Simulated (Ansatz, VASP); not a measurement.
## One calculation of Hf, two programs

The input INCAR:

```
SYSTEM = Hf
PREC     = Accurate       ! precision mode
ENCUT    = 520            ! plane-wave cutoff, eV
EDIFF    = 1E-7           ! SCF threshold, eV
ISMEAR   = 0              ! smearing method
SIGMA    = 0.15           ! smearing width, eV
LREAL    = .FALSE.        ! projectors in reciprocal space
LASPH    = .TRUE.         ! aspherical terms in the spheres
NELM     = 60             ! most SCF steps
ALGO     = Fast           ! electronic algorithm
ISIF     = 2              ! what is computed and relaxed
LWAVE    = .FALSE.        ! write WAVECAR
LCHARG   = .FALSE.        ! write CHGCAR
GGA      = PS             ! functional
NBANDS   = 11             ! bands
```

KPOINTS

```
regular mesh
0
G
  20 20 20
  0 0 0
```

The input POSCAR:

```
Hf
1.0
   -1.6985700321      1.6985700321      2.0382840386
    1.6985700321     -1.6985700321      2.0382840386
    1.6985700321      1.6985700321     -2.0382840386
Hf
1
Direct
    0.0000000000      0.0000000000      0.0000000000
```

Input for Ansatz:

```yaml
crystal:
  lattice:
    - [-1.6985700321, 1.6985700321, 2.0382840386]
    - [1.6985700321, -1.6985700321, 2.0382840386]
    - [1.6985700321, 1.6985700321, -2.0382840386]
  atoms:
    - { symbol: Hf, position: [0.0, 0.0, 0.0] }
basis:
  ecutwfc: 420
kpoints:
  mp_grid: { grid: [20, 20, 20] }
hamiltonian:
  xc: pbesol
scf:
  occupations: { method: gaussian, width: 0.15 }
output:
  forces: true
  stress: true
  eigenvalues: true
```

Alike in both runs: task single point; functional PBEsol; k mesh 20 × 20 × 20; occupations gaussian, width 0.15 eV; no spin polarisation.

|  | VASP | Ansatz |
| --- | --- | --- |
| version | VASP 6.6.1 | Ansatz 0.2.0 |
| potentials or method | VASP PAW PBE potentials, release 64 (Hf_pv), cutoff 520 eV | scalar-relativistic, plane waves, PAW |
| valence electrons in the cell | 10 | 26 |

VASP gave:

* gap on the k mesh at the Fermi level (eV): none
* pressure (GPa): -8.6
* traceless stress, the component that is largest in VASP (GPa): 3.47

What did Ansatz give for the same quantities?

gap on the k mesh at the Fermi level (eV): none; pressure (GPa): -8.2; traceless stress, the component that is largest in VASP (GPa): 3.42.

VASP's potentials were made for PBE, not for PBEsol. A gap of «none» marks a metal or a gap that the smearing closes. With one functional, cell and mesh, what is left measures potentials, basis and numerics. VASP's potentials hold 10 valence electrons a cell and Ansatz's 26, so a difference there can come from the potentials and not from the codes.

Neither program's run includes spin-orbit coupling.
